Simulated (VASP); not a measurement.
# C (I4/mmm) in VASP: further runs, part 2 of 2

VASP 6.6.1. The steps go on from the part before.

### 3 Single point, PBE (Si replaced by C, lengths x 0.811, strained)

INCAR reads:

```
SYSTEM = C
PREC     = Accurate       ! precision mode
ENCUT    = 520            ! plane-wave cutoff, eV
EDIFF    = 1E-7           ! SCF threshold, eV
ISMEAR   = 0              ! smearing method
SIGMA    = 0.1            ! smearing width, eV
LREAL    = .False.        ! projectors in reciprocal space
LASPH    = .True.         ! aspherical terms in the spheres
NELM     = 80             ! most SCF steps
ALGO     = Normal         ! electronic algorithm
ISIF     = 2              ! what is computed and relaxed
LWAVE    = .False.        ! write WAVECAR
LCHARG   = .False.        ! write CHGCAR
GGA      = PE             ! functional
NBANDS   = 8              ! bands
```

KPOINTS reads:

```
Automatic mesh
0
Gamma
  24 24 24
  0 0 0
```

POSCAR reads:

```
C
1.0
   -1.3030269469      1.3030269469      1.0574771561
    1.3030269469     -1.3030269469      1.0574771561
    1.3030269469      1.3030269469     -1.0574771561
C
1
Direct
    0.0000000000      0.0000000000      0.0000000000
```

Potentials or basis: VASP PAW PBE potentials, release 64 (C).

Run with:

```
$ cat potpaw_PBE.64/C/POTCAR > POTCAR
$ mpirun -np 1 vasp_std > vasp.out
```

OUTCAR:

```text
SYSTEM = C
   PREC = Accurate
   ENCUT = 520
   EDIFF = 1E-7
   ISMEAR = 0
   LREAL = .False.
   LASPH = .True.
   NELM = 80
   ISIF = 2
   GGA = PE

 ion  position               nearest neighbor table
   1  0.000  0.000  0.000-

  LATTYP: Found a body centered tetragonal cell.
 ALAT       =     2.6060538938
 C/A-ratio  =     0.8115543263

  Lattice vectors:

 A1 = (  -1.3030269469,   1.3030269469,   1.0574771561)
 A2 = (   1.3030269469,  -1.3030269469,   1.0574771561)
 A3 = (   1.3030269469,   1.3030269469,  -1.0574771561)

Analysis of symmetry for initial positions (statically):
=====================================================================
 Subroutine PRICEL returns:
 Original cell was already a primitive cell.

 Routine SETGRP: Setting up the symmetry group for a
 body centered tetragonal supercell.

 Subroutine GETGRP returns: Found 16 space group operations
 (whereof 16 operations were pure point group operations)
 out of a pool of 16 trial point group operations.

The static configuration has the point symmetry D_4h.

Analysis of symmetry for dynamics (positions and initial velocities):
=====================================================================
 Subroutine PRICEL returns:
 Original cell was already a primitive cell.

 Routine SETGRP: Setting up the symmetry group for a
 body centered tetragonal supercell.

 Subroutine GETGRP returns: Found 16 space group operations
 (whereof 16 operations were pure point group operations)
 out of a pool of 16 trial point group operations.

The dynamic configuration has the point symmetry D_4h.

 Subroutine INISYM returns: Found 16 space group operations
[... 104 lines left out ...]
   TEBEG  =    0.0;   TEEND  =   0.0 temperature during run
   PSTRESS=    0.0 pullay stress
   NELECT =       4.0000    total number of electrons
   NUPDOWN=      -1.0000    fix difference up-down
   EMIN   =  10.00;   EMAX   =-10.00  energy-range for DOS
   EFERMI =   0.00;   METHOD = LEGACY
   ISMEAR =     0;   SIGMA  =   0.10  broadening in eV -4-tet -1-fermi 0-gaus
   EFERMI_NEDOS =   21; number of points for ismear=-14 and -15
   IALGO  =     38    algorithm
   IMIX   =      4    mixing-type and parameters
     AMIX     =   0.40;   BMIX     =  1.00
     AMIX_MAG =   1.60;   BMIX_MAG =  1.00
  volume/ion in A,a.u.               =       7.18        48.47
  Fermi-wavevector in a.u.,A,eV,Ry     =   1.346942  2.545351 24.684408  1.814253
  Thomas-Fermi vector in A             =   2.474733
   LORBIT       =      0    0 simple, 1 ext, 2 COOP (PROOUT), +10 PAW based schemes
   GGA     = PE    functional components
   LHFCALC =     F    Hartree Fock is set to
   AEXX    =    0.0000 exact exchange contribution
   IVDW    =     0    specifies the selected vdW correction
   LEPSILON=     F    determine dielectric tensor
   LRPA    =     F    only Hartree local field effects (RPA)
 non-spin polarized calculation
 Gauss-broadening in eV      SIGMA  =   0.10
  energy-cutoff  :      520.00
  volume of cell :        7.18
 maximum number of plane-waves:       206
   NGX =  7   NGY =  7   NGZ =  7

 number of electron       4.0000000 magnetization

 Free energy of the ion-electron system (eV)
  ---------------------------------------------------
  ext. energy  EPLUGINS =         0.00000000
  ---------------------------------------------------
  free energy    TOTEN  =        -4.86378003 eV

  energy without entropy =       -4.86173998  energy(sigma->0) =       -4.86276001

 E-fermi :   7.6650     XC(G=0): -12.7586

 val. band max:        7.6650272291   @ k =  -0.3750  -0.4583   0.3750
 cond. band min:       7.6654579439   @ k =   0.2917   0.2083   0.1667
 fundamental gap:      0.0004307149
 Fermi energy:         7.6650419432

 k-point     1 :       0.0000    0.0000    0.0000
  band No.  band energies     occupation
      1     -11.1771      2.00000
      2      15.1822      0.00000
      3      15.1822      0.00000
      4      17.1376      0.00000
      5      34.0076      0.00000
      6      35.7874      0.00000
      7      44.1669      0.00000
      8      44.1669      0.00000
[... 243 lines left out ...]
 k-point    24 :       0.4583    0.0417    0.0000
  band No.  band energies     occupation
      1      -0.6245      2.00000
      2       0.8838      2.00000
      3      10.9611      0.00000
      4      13.0257      0.00000
      5      26.6251      0.00000
      6      27.8660      0.00000
      7      38.9988      0.00000
      8      47.0220      0.00000

 [... further k-points ...]
[... 5 lines left out ...]
  --------------------------------------------------------------------------------------
  -------------------------------------------------------------------------------------
  Total       -0.3406334     -0.3406334     -0.5682536      0.0000000     -0.0000000      0.0000000
  in kB      -75.9906252    -75.9906252   -126.7695542      0.0000000     -0.0000000      0.0000000
  external PRESSURE =     -92.9169349 kB  Pullay stress =       0.0000000 kB

 VOLUME and BASIS-vectors are now :
 -----------------------------------------------------------------------------
  energy-cutoff  :      520.00
  volume of cell :        7.18
      direct lattice vectors                 reciprocal lattice vectors
    -1.303026947  1.303026947  1.057477156     0.000000000  0.383721919  0.472823453
     1.303026947 -1.303026947  1.057477156     0.383721919  0.000000000  0.472823453
     1.303026947  1.303026947 -1.057477156     0.383721919  0.383721919  0.000000000

 POSITION                                       TOTAL-FORCE (eV/Angst)
 -----------------------------------------------------------------------------------
      0.00000      0.00000      0.00000        -0.000000      0.000000      0.000000
 -----------------------------------------------------------------------------------
    total drift:                                0.000000      0.000000     -0.000000

  FREE ENERGIE OF THE ION-ELECTRON SYSTEM (eV)
  ---------------------------------------------------
  free  energy   TOTEN  =        -4.8637800338 eV

  energy  without entropy=       -4.8617399781  energy(sigma->0) =       -4.86276001
```

OSZICAR:

```text
N       E                     dE             d eps       ncg     rms          rms(c)
DAV:   1    -0.316286622224E+01   -0.31629E+01   -0.23838E+03 18576   0.484E+02
DAV:   2    -0.485526665232E+01   -0.16924E+01   -0.15767E+01 22776   0.287E+01
DAV:   3    -0.486132707827E+01   -0.60604E-02   -0.60524E-02 19328   0.185E+00
DAV:   4    -0.486132878236E+01   -0.17041E-05   -0.17042E-05 25304   0.292E-02
DAV:   5    -0.486132878228E+01    0.76909E-10   -0.22111E-09 19536   0.169E-04    0.926E-01
DAV:   6    -0.486251785665E+01   -0.11891E-02   -0.12354E-03 19896   0.212E-01    0.539E-01
DAV:   7    -0.486375878443E+01   -0.12409E-02   -0.22640E-03 20376   0.296E-01    0.411E-02
DAV:   8    -0.486378007893E+01   -0.21295E-04   -0.58057E-05 19776   0.545E-02    0.574E-03
DAV:   9    -0.486378003383E+01    0.45094E-07   -0.30896E-07 20384   0.466E-03
   1 F= -.48637800E+01 E0= -.48627600E+01  d E =-.204006E-02
```

stdout:

```text
POSCAR found type information on POSCAR C
 POSCAR found :  1 types and       1 ions
 scaLAPACK will be used
 LDA part: xc-table for (Slater+PW92), standard interpolation
 POSCAR, INCAR and KPOINTS ok, starting setup
 FFT: planning ... GRIDC
 FFT: planning ... GRID_SOFT
 FFT: planning ... GRID
 WAVECAR not read
 entering main loop
```

Wall time 22 s (1 thread of AMD EPYC 9R45 (Zen 5), shared host); peak memory 0.12 GiB.

What came out:

| Item | Value |
| --- | --- |
| Free energy | -4.8638 eV |
| Pressure | -9.3 GPa |
| Band gap on the k mesh | zero (band 2 reaches 15.18 eV, above the bottom of band 3 at 3.69 eV) |

Caveat: the cell differs from its parent crystal (Si replaced by C, lengths x 0.811, strained).
